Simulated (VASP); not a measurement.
P, 4 atoms in the cell. The structure is orthorhombic, space group Cmce (No. 64). Conventional cell: a = 3.251 Å, b = 10.782 Å, c = 4.482 Å, α = 90.00°, β = 90.00°, γ = 90.00°. P (site symmetry m) has 3 P at 2.17 to 2.22 Å within 2.9 Å. 

```yaml
Program: VASP 6.6.1
Task: single point
Functional: r2SCAN
Potentials_or_basis: VASP PAW PBE potentials, release 64 (P)
Cutoff: 520 eV
k_mesh: 8 × 8 × 6
Occupations: fermi-dirac, width 0.05 eV
Spin: no spin polarisation
Dipole_correction: no
Further_INCAR_settings: ALGO = Normal; EDIFF = 1e-07; NBANDS = 18
```

Potentials or basis: VASP PAW PBE potentials, release 64 (P).

Run with:

```console
$ cat potpaw_PBE.64/P/POTCAR > POTCAR
$ cp INCAR.step1 INCAR
$ mpirun -np 1 vasp_std > vasp.out
$ cp INCAR.step2 INCAR
$ mpirun -np 1 vasp_std > vasp.out
```

Hardware: 1 thread of AMD EPYC 9R45 96-Core Processor (Zen 5), with other jobs on the host.

Task: How long does it take, and how much memory?

Result: Run time: 5.5 min on 1 thread of AMD EPYC 9R45 96-Core Processor (Zen 5), with other jobs on the host, peak memory 0.26 GiB. Counts: k points 84.
